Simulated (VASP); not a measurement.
Set up this calculation in VASP 6.6.1, as the native input.

```yaml
Task: single point
Functional: HSE06
Potentials_or_basis: VASP PAW PBE potentials, release 64 (Ba_sv, Zr_sv, O)
Cutoff: 520 eV
k_mesh: 4 × 4 × 4
Occupations: gaussian, width 0.01 eV
Spin: no spin polarisation
Dipole_correction: no
Grid_for_exact_exchange_PRECFOCK: Fast
Further_INCAR_settings: ALGO = Normal; EDIFF = 1e-06; NBANDS = 28
Share_of_exact_exchange: 0.25
Screening_parameter: 0.2079 1/Å
```

The system is BaZrO3.

```
Ba Zr O
1.0
     4.20535    0.00000    0.00000
     0.00000    4.20535    0.00000
     0.00000    0.00000    4.20535
Ba Zr O
1 1 3
Direct
  0.00000 0.00000 0.00000
  0.50000 0.50000 0.50000
  0.00000 0.50000 0.50000
  0.50000 0.00000 0.50000
  0.50000 0.50000 0.00000
```

These files were run (other wordings do the same):

POSCAR

```
BaZrO3
1.0
    4.2053520359      0.0000000000      0.0000000000
    0.0000000000      4.2053520359      0.0000000000
    0.0000000000      0.0000000000      4.2053520359
Ba Zr O
1 1 3
Direct
    0.0000000000      0.0000000000      0.0000000000
    0.5000000000      0.5000000000      0.5000000000
    0.0000000000      0.5000000000      0.5000000000
    0.5000000000      0.0000000000      0.5000000000
    0.5000000000      0.5000000000      0.0000000000
```

INCAR.step1

```
SYSTEM = BaZrO3
  ALGO = Normal
  EDIFF = 1E-5
  ENCUT = 520
  GGA = PE
  ISIF = 2
  ISMEAR = 0
  LASPH = .TRUE.
  LCHARG = .FALSE.
  LREAL = .FALSE.
  LWAVE = .TRUE.
  NBANDS = 28
  NELM = 80
  PREC = Accurate
  SIGMA = 0.01
```

INCAR.step2

```
SYSTEM = BaZrO3
  ALGO = Normal
  EDIFF = 1E-6
  ENCUT = 520
  GGA = PE
  HFSCREEN = 0.2079
  ISIF = 2
  ISMEAR = 0
  ISTART = 1
  LASPH = .TRUE.
  LCHARG = .FALSE.
  LHFCALC = .TRUE.
  LREAL = .FALSE.
  LWAVE = .FALSE.
  NBANDS = 28
  NELM = 80
  PREC = Accurate
  PRECFOCK = Fast
  SIGMA = 0.01
```

KPOINTS

```
k-points
0
G
  4 4 4
  0 0 0
```

Potentials or basis: VASP PAW PBE potentials, release 64 (Ba_sv, Zr_sv, O).

Launch:

```console
$ cat potpaw_PBE.64/Ba_sv/POTCAR potpaw_PBE.64/Zr_sv/POTCAR potpaw_PBE.64/O/POTCAR > POTCAR
$ cp INCAR.step1 INCAR
$ mpirun -np 1 vasp_std > vasp.out
$ cp INCAR.step2 INCAR
$ mpirun -np 1 vasp_std > vasp.out
```

Results of the run:

```
Pressure               : -0.5 GPa
Band gap on the k mesh : 4.64 eV (least direct gap 4.94 eV)
```

Caveat: the PAW data sets were made with another functional, which shifts forces and pressure a little; spin-orbit coupling is left out, which moves the levels of the heavy elements.

Run time: 14 min on 1 thread of Oxide Virtual Turin-like Processor (shared host), peak memory 0.27 GiB.
